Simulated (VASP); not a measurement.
Write the native input for VASP 6.6.1 that does the following.

- Task: single point
- Functional: PBEsol
- Potentials or basis: VASP PAW PBE potentials, release 64 (Nb_sv, H)
- Cutoff: 520 eV
- k mesh: 13 × 13 × 13
- Occupations: fermi-dirac, width 0.1 eV
- Spin: no spin polarisation
- Dipole correction: no
- Further INCAR settings: ALGO = Normal; EDIFF = 1e-07; NBANDS = 14

The structure of NbH lies in POSCAR:

```
NbH
1.0
   -1.6069640000      1.6069640000      1.9843010000
    1.6069640000     -1.6069640000      1.9843010000
    1.6069640000      1.6069640000     -1.9843010000
Nb H
1 1
Direct
    0.0000000000      0.0000000000      0.0000000000
    0.5000000000      0.5000000000      0.0000000000
```

The input as run:

INCAR

```
ALGO = Normal
EDIFF = 1E-7
ENCUT = 520
GGA = PS
ISIF = 2
ISMEAR = -1
LASPH = T
LCHARG = T
LELF = T
LREAL = F
LVHAR = T
LWAVE = F
NBANDS = 14
NELM = 100
PREC = Accurate
SIGMA = 0.1
```

KPOINTS

```
k-points
0
Gamma
  13 13 13
```

Potentials or basis: VASP PAW PBE potentials, release 64 (Nb_sv, H).

Run with:

```bash
$ cat potpaw_PBE.64/Nb_sv/POTCAR potpaw_PBE.64/H/POTCAR > POTCAR
$ mpirun -np 1 vasp_std > vasp.out
```

It gave:

* Pressure: -7.9 GPa
* Band gap on the k mesh: zero (band 7 reaches 14.30 eV, above the bottom of band 8 at 10.39 eV)

Caveat: the PAW data sets were made with another functional, which shifts forces and pressure a little.

It took 52 s on 1 thread of AMD EPYC 7R13 Processor (Zen 3), with other jobs on the host, peak memory 0.15 GiB.
